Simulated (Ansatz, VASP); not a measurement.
# One calculation of HfO2, two programs

```
Hf O
1.0
     3.54093    0.00000    0.00000
     0.00000    3.54093    0.00000
     0.00000    0.00000    5.15020
Hf O
2 4
Direct
  0.50000 0.50000 0.50000
  0.00000 0.00000 0.00000
  0.00000 0.50000 0.70182
  0.50000 0.00000 0.79818
  0.50000 0.00000 0.29818
  0.00000 0.50000 0.20182
```

Change from the starting cell: hydrostatic strain -1.0%.

Alike in both runs: task single point; functional PBE; k mesh 8 × 8 × 6; occupations fermi-dirac, width 0.02 eV; no spin polarisation.

|  | VASP | Ansatz |
| --- | --- | --- |
| version | VASP 6.6.1 | Ansatz 0.2.0 |
| potentials or method | VASP PAW PBE potentials, release 64 (Hf_pv, O) | plane waves, PAW |
| plane-wave cutoff (eV) | 520 | 420 |
| valence electrons in the cell | 44 | 76 |

Ansatz gave:

```
gap on the k mesh at the Fermi level (eV)                     : 4.69
pressure (GPa)                                                : 12.7
traceless stress, the component that is largest in VASP (GPa) : -1.81
rms of the force components (eV/Å)                            : 0.035
```

**Question.** Estimate VASP's values.

**Answer.** gap on the k mesh at the Fermi level (eV): 4.72; pressure (GPa): 9.1; traceless stress, the component that is largest in VASP (GPa): -1.78; rms of the force components (eV/Å): 0.018.

Atom by atom the forces differ by 0.017 eV/Å (rms over components). VASP's potentials hold 44 valence electrons a cell and Ansatz's 76, so a difference there can come from the potentials and not from the codes.

Neither program's run includes spin-orbit coupling.
